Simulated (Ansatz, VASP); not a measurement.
**Co: VASP beside Ansatz**

```
CELL_PARAMETERS angstrom
2.46802 0.00000 0.00000
-1.23401 2.13736 0.00000
0.00000 0.00000 4.00820
ATOMIC_POSITIONS crystal
Co 0.33333 0.66667 0.25000
Co 0.66667 0.33333 0.75000
```

Change from the starting cell: volume scaled by 0.9405, crystal datasets.

Alike in both runs: task electric field gradients; functional PBE; k mesh 19 × 19 × 10; occupations fermi-dirac, width 0.08 eV; collinear spin.

|  | VASP | Ansatz |
| --- | --- | --- |
| version | VASP 6.6.1 | Ansatz 0.2.0 |
| potentials or method | VASP PAW PBE potentials, release 64 (Co), cutoff 520 eV | all-electron PAW with datasets made for the crystal, scalar-relativistic |

|  | VASP | Ansatz | Ansatz less VASP |
| --- | --- | --- | --- |
| pressure (GPa) | 5.3 | 6.1 | +0.78 |
| traceless stress, the component that is largest in VASP (GPa) | -0.98 | -0.92 | +0.057 |
| net moment per atom (μB) | 1.58 | 1.59 | +0.008 |
| size of the moment on the site where the two differ most (μB) | 1.60 | 1.66 | +0.067 |
| size of Vzz on the site where it differs most (V/Å²) | 2.6 | 2.2 | -0.45 |

Site moments also hang on the region over which each program counts them. Ansatz ran all-electron here, and VASP with PAW potentials.
